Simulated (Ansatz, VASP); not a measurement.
# One calculation of Hg, two programs

File INCAR:

```
SYSTEM = Hg
PREC = Accurate
ENCUT = 520
EDIFF = 1E-6
ISMEAR = -1
SIGMA = 0.08
LREAL = .False.
LASPH = .True.
NELM = 80
ALGO = Normal
ISIF = 2
LWAVE = .False.
LCHARG = .True.
GGA = PE
LELF = .True.
LVHAR = .True.
NBANDS = 12
```

The input KPOINTS:

```
Automatic mesh
0
Gamma
  12 12 12
  0 0 0
```

File POSCAR:

```
Hg
1.0
    2.9712653094      0.0000000000      0.0000000000
    0.0000000000      2.9712653094      0.0000000000
    0.0000000000      0.0000000000      2.9712653094
Hg
1
Direct
    0.0000000000      0.0000000000      0.0000000000
```

Input for Ansatz:

```yaml
crystal:
  lattice:
    - [2.9712653094, 0.0, 0.0]
    - [0.0, 2.9712653094, 0.0]
    - [0.0, 0.0, 2.9712653094]
  atoms:
    - { symbol: Hg, position: [0.0, 0.0, 0.0] }
kpoints:
  mp_grid: { grid: [12, 12, 12] }
scf:
  occupations: { method: fermi_dirac, width: 0.08 }
hamiltonian:
  xc: pbe
  pseudopotentials: { kind: all_electron, lapw: { basis_error: 0.001 } }
output:
  forces: true
  stress: true
  eigenvalues: true
  populations: true
```

Change from the starting cell: volume scaled by 0.88, LAPW.

Alike in both runs: task single point; functional PBE; k mesh 12 × 12 × 12; occupations fermi-dirac, width 0.08 eV; no spin polarisation.

|  | VASP | Ansatz |
| --- | --- | --- |
| version | VASP 6.6.1 | Ansatz 0.2.0 |
| potentials or method | VASP PAW PBE potentials, release 64 (Hg), cutoff 520 eV | all-electron LAPW, scalar-relativistic |

VASP gave:

```
pressure (GPa) : 3.7
```

Problem. Which values does Ansatz return?

Solution. Pressure (GPa): 3.3.

Ansatz ran all-electron here, and VASP with PAW potentials.

Spin-orbit coupling is off throughout.
